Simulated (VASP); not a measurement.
Runs of VASP 6.6.1 on BP. The structure is cubic, space group F-43m (No. 216). Conventional cell: a = 4.537 Å, b = 4.537 Å, c = 4.537 Å, α = 90.00°, β = 90.00°, γ = 90.00°. Within 2.6 Å of B (site symmetry -43m) lie 4 P at 1.96 Å. Within 2.6 Å of P (site symmetry -43m) lie 4 B at 1.96 Å. 

```tsv
k mesh	smearing	gap on the mesh (eV)	pressure (GPa)
6 × 6 × 6	gaussian 0.01 eV	1.33	1.2
6 × 6 × 6	fermi-dirac 0.001 eV	1.33	1.2
6 × 6 × 6	gaussian 0.001 eV	1.33	1.2
5 × 5 × 5	gaussian 0.01 eV	(a)	1.4
6 × 6 × 6	methfessel-paxton 0.05 eV	1.33	1.2
```

Alike in all rows: task single point; level PBE; potentials or basis VASP PAW PBE potentials, release 64 (B, P); no spin polarisation; cell as given; cutoff (eV) 520.

**Question.** Estimate the missing entries.

**Answer.** (a) 1.23.

Caveats: some runs use coarse meshes.

A k mesh can miss the band edges.
